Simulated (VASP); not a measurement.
# Mg9O8 (a cell with a defect) in VASP: further runs, part 2 of 2

VASP 6.6.1.

## Step 3: Single point, PBE+D3(BJ)

File INCAR:

```
SYSTEM = Mg9O8
PREC = Accurate ; ENCUT = 520
EDIFF = 1E-6 ; ISMEAR = 0
SIGMA = 0.02 ; LREAL = Auto
LASPH = .True. ; NELM = 60
ALGO = Normal ; ISIF = 2
LWAVE = .False. ; LCHARG = .False.
GGA = PE ; IVDW = 12
NBANDS = 47
```

File KPOINTS:

```
regular mesh
0
Gamma
  2 2 2
  0 0 0
```

File POSCAR:

```
Mg9O8
1.0
    0.0000000000      4.2250000000      4.2250000000
    4.2250000000      0.0000000000      4.2250000000
    4.2250000000      4.2250000000      0.0000000000
Mg O
9 8
Direct
    0.0058333728     -0.0019233136     -0.0020366864
    0.0176233136     -0.0556218935      0.5168656805
    0.0258551479      0.5253024852     -0.0762558580
    0.0174307692      0.5211076923      0.5166863905
    0.5025537278     -0.0037925444      0.0020846154
    0.4980389349     -0.0020964497      0.5060687574
    0.5026086391      0.4990867456      0.0021229586
    0.4262728994      0.5247644970      0.5243521893
    0.8630457988      0.3879904142      0.3601686391
    0.2498831953      0.2462192899      0.2576704142
    0.2577241420      0.2270678107      0.7571721893
    0.2559843787      0.7572546746      0.2293569231
    0.2578313609      0.7579537278      0.7572701775
    0.7515626036      0.2268153846      0.2526660355
    0.7577704142      0.2471585799      0.7478721893
    0.7517452071      0.7683586982      0.2527861538
    0.7299970414      0.7572718343      0.7553097041
```

Potentials or basis: VASP PAW PBE potentials, release 64 (Mg, O).

On the command line:

```console
cat potpaw_PBE.64/Mg/POTCAR potpaw_PBE.64/O/POTCAR > POTCAR
mpirun -np 1 vasp_std > vasp.out
```

Run time: 2.1 min. Hardware: 1 thread of Intel Xeon Platinum 8488C (Sapphire Rapids), shared host; peak memory 0.33 GiB.

Results (log left out):

```yaml
Free_energy: -87.7455 eV
Pressure: 34.1 GPa
Largest_force: 0.040 eV/Å
Band_gap_on_the_k_mesh: zero (bands 33 and 34 overlap by 0.48 eV)
Dispersion_energy_per_atom: -0.330 eV
```

Forces in eV/Å, atoms in the order of the input:
```
Mg   0.000  0.015  0.001
Mg   0.000 -0.007 -0.003
Mg  -0.004  0.002 -0.002
Mg   0.000  0.000 -0.002
Mg  -0.009 -0.006 -0.007
Mg   0.001  0.016  0.001
Mg   0.005 -0.004  0.007
Mg  -0.004  0.009 -0.001
Mg   0.009 -0.009  0.005
O   -0.015  0.023  0.012
O   -0.005 -0.010 -0.006
O    0.008 -0.004 -0.003
O    0.007 -0.012  0.006
O   -0.026 -0.016 -0.025
O    0.012  0.024 -0.015
O    0.024 -0.016  0.023
O   -0.004 -0.005  0.008
```

Stress tensor (GPa, compression positive):
```
34.93  0.06 -0.53
 0.06 32.33 -0.10
-0.53 -0.10 34.94
```

Levels at points of the mesh, in eV from the Fermi level:
| k point | band 30 | band 31 | band 32 | band 33 | band 34 | band 35 | band 36 | band 37 |
| --- | --- | --- | --- | --- | --- | --- | --- | --- |
| (0.00, 0.00, 0.00) | -6.72 | -6.70 | -6.65 | -2.41 | -0.05 | 0.67 | 0.81 | 0.91 |
| (0.50, 0.00, 0.00) | -6.99 | -6.95 | -6.93 | -0.34 | -0.18 | 1.27 | 1.67 | 2.20 |
| (0.00, 0.50, 0.00) | -7.03 | -6.88 | -6.87 | -0.38 | 0.05 | 1.20 | 1.60 | 2.16 |
| (0.00, 0.00, 0.50) | -6.99 | -6.96 | -6.94 | -0.32 | -0.19 | 1.29 | 1.67 | 2.17 |
| (0.50, 0.50, 0.50) | -7.03 | -6.88 | -6.87 | -0.38 | 0.05 | 1.19 | 1.60 | 2.16 |
| (0.50, 0.50, 0.00) | -7.26 | -7.17 | -7.06 | 0.29 | 0.49 | 1.50 | 1.98 | 2.21 |
| (0.00, 0.50, 0.50) | -7.26 | -7.17 | -7.06 | 0.29 | 0.49 | 1.50 | 1.98 | 2.21 |
| (0.50, 0.00, 0.50) | -7.26 | -7.17 | -7.09 | 0.17 | 0.70 | 1.48 | 1.68 | 2.37 |

Caveat: the k points lie up to 0.64 Å⁻¹ apart.

## Step 4: Single point, PBE+D3(BJ)

File INCAR:

```
SYSTEM = Mg9O8
PREC     = Accurate       ! precision mode
ENCUT    = 520            ! plane-wave cutoff, eV
EDIFF    = 1E-6           ! SCF threshold, eV
ISMEAR   = 0              ! smearing method
SIGMA    = 0.02           ! smearing width, eV
LREAL    = Auto         
LASPH    = .True.         ! aspherical terms in the spheres
NELM     = 80             ! most SCF steps
ALGO     = Normal         ! electronic algorithm
ISIF     = 2              ! what is computed and relaxed
LWAVE    = .False.        ! write WAVECAR
LCHARG   = .False.        ! write CHGCAR
GGA      = PE             ! functional
IVDW     = 12             ! dispersion correction
NBANDS   = 47             ! bands
```

File KPOINTS:

```
Automatic mesh
0
Gamma
  2 2 2
  0 0 0
```

File POSCAR:

```
Mg9O8
1.0
    0.0000000000      4.2250000000      4.2250000000
    4.2250000000      0.0000000000      4.2250000000
    4.2250000000      4.2250000000      0.0000000000
Mg O
9 8
Direct
    0.0265601183     -0.0108886391     -0.0120299408
   -0.0195950296      0.0362589349      0.4865337278
   -0.0196468639      0.4878016568      0.0351524260
    0.0533777515      0.4619867456      0.4610042604
    0.5160822485     -0.0007577515     -0.0019414201
    0.5269089941      0.0349388166      0.4863487574
    0.5267973964      0.4876170414      0.0338421302
    0.2839743195      0.5604476923      0.5594128994
    0.6261165680      0.5583823669      0.5573665089
    0.2778287574      0.2375331361      0.2363840237
    0.2470379882      0.2215676923      0.7649795266
    0.2468996450      0.7662532544      0.2205545562
    0.2632350296      0.7532359763      0.7524284024
    0.7968172781      0.2184461538      0.2171959763
    0.7956728994      0.2217912426      0.7659585799
    0.7956259172      0.7671646154      0.2208159763
    0.7874969231      0.7295911243      0.7284834320
```

Potentials or basis: VASP PAW PBE potentials, release 64 (Mg, O).

On the command line:

```console
cat potpaw_PBE.64/Mg/POTCAR potpaw_PBE.64/O/POTCAR > POTCAR
mpirun -np 1 vasp_std > vasp.out
```

OUTCAR:

```text
SYSTEM = Mg9O8
   PREC = Accurate
   ENCUT = 520
   EDIFF = 1E-6
   ISMEAR = 0
   LREAL = Auto
   LASPH = .True.
   NELM = 80
   ISIF = 2
   GGA = PE
   IVDW = 12
 IVDW          = 12

 ion  position               nearest neighbor table
   1  0.027  0.989  0.988-  16 1.91  15 1.91  12 1.91  11 1.91  14 1.94  13 1.99   5 2.99   5 2.99
                             6 2.99   7 2.99   2 2.99   3 3.00   4 3.00   4 3.00   7 3.00   3 3.01
   2  0.980  0.036  0.487-  14 1.95  15 2.00  10 2.13  17 2.14  12 2.26  13 2.32   8 2.44   3 2.70
                             4 2.71   6 2.71   9 2.87   5 2.92   1 2.99   1 3.01   5 3.07   6 3.26
   3  0.980  0.488  0.035-  14 1.95  16 2.01  10 2.13  17 2.14  11 2.27  13 2.32   8 2.44   2 2.70
[... 623 lines left out ...]
  external pressure =      364.85 kB  Pullay stress =        0.00 kB

 VOLUME and BASIS-vectors are now :
 -----------------------------------------------------------------------------
  energy-cutoff  :      520.00
  volume of cell :      150.84
      direct lattice vectors                 reciprocal lattice vectors
     0.000000000  4.225000000  4.225000000    -0.118343195  0.118343195  0.118343195
     4.225000000  0.000000000  4.225000000     0.118343195 -0.118343195  0.118343195
     4.225000000  4.225000000  0.000000000     0.118343195  0.118343195 -0.118343195

 POSITION                                       TOTAL-FORCE (eV/Angst)
 -----------------------------------------------------------------------------------
      8.35317      4.28639      4.29121         0.014817     -0.001009     -0.001738
      2.20880      6.19782      4.29540         0.005393     -0.031311      0.044351
      2.20948      4.29051      6.20295         0.008598      0.045160     -0.032167
      3.89964      2.17326      2.17742        -0.040849      0.003057      0.004443
      8.43860      6.39724      6.40225         0.035536      0.002237     -0.000870
      2.20244      4.28101      2.37381         0.006330     -0.034480      0.024238
[... 9 lines left out ...]
      4.17422      4.29447      6.60279        -0.017698     -0.014598      0.016608
      6.16037      6.40502      6.40970        -0.008863     -0.006297     -0.004215
 -----------------------------------------------------------------------------------
    total drift:                               -0.003140      0.000884      0.008082

  FREE ENERGIE OF THE ION-ELECTRON SYSTEM (eV)
  ---------------------------------------------------
  free  energy   TOTEN  =       -87.4302291900 eV

  energy  without entropy=      -87.4302291900  energy(sigma->0) =      -87.43022919
```

stdout:

```text
POSCAR found type information on POSCAR MgO
 POSCAR found :  2 types and      17 ions
 scaLAPACK will be used
 LDA part: xc-table for (Slater+PW92), standard interpolation
 POSCAR, INCAR and KPOINTS ok, starting setup
 FFT: planning ... GRIDC
 FFT: planning ... GRID_SOFT
 FFT: planning ... GRID
 WAVECAR not read
 entering main loop
```

Wall time 2.2 min (1 thread of Intel Xeon Platinum 8488C (Sapphire Rapids), shared host); peak memory 0.33 GiB.

What came out:

```yaml
Free_energy: -87.4302 eV
Pressure: 36.5 GPa
Largest_force: 0.135 eV/Å
Band_gap_on_the_k_mesh: 0.35 eV
Dispersion_energy_per_atom: -0.330 eV
```

Forces in eV/Å, atoms in the order of the input:
```
Mg   0.015 -0.001 -0.002
Mg   0.005 -0.031  0.044
Mg   0.009  0.045 -0.032
Mg  -0.041  0.003  0.004
Mg   0.036  0.002 -0.001
Mg   0.006 -0.034  0.024
Mg   0.009  0.024 -0.036
Mg   0.014  0.076  0.081
Mg  -0.041 -0.095 -0.087
O   -0.005 -0.001 -0.001
O   -0.017  0.022 -0.015
O   -0.019 -0.010  0.021
O    0.038  0.000  0.000
O    0.033 -0.001  0.000
O   -0.016  0.022 -0.015
O   -0.018 -0.015  0.017
O   -0.009 -0.006 -0.004
```

Stress tensor (GPa, compression positive):
```
30.98  0.14  0.15
 0.14 39.24  7.53
 0.15  7.53 39.24
```

Caveat: the k points lie up to 0.64 Å⁻¹ apart.
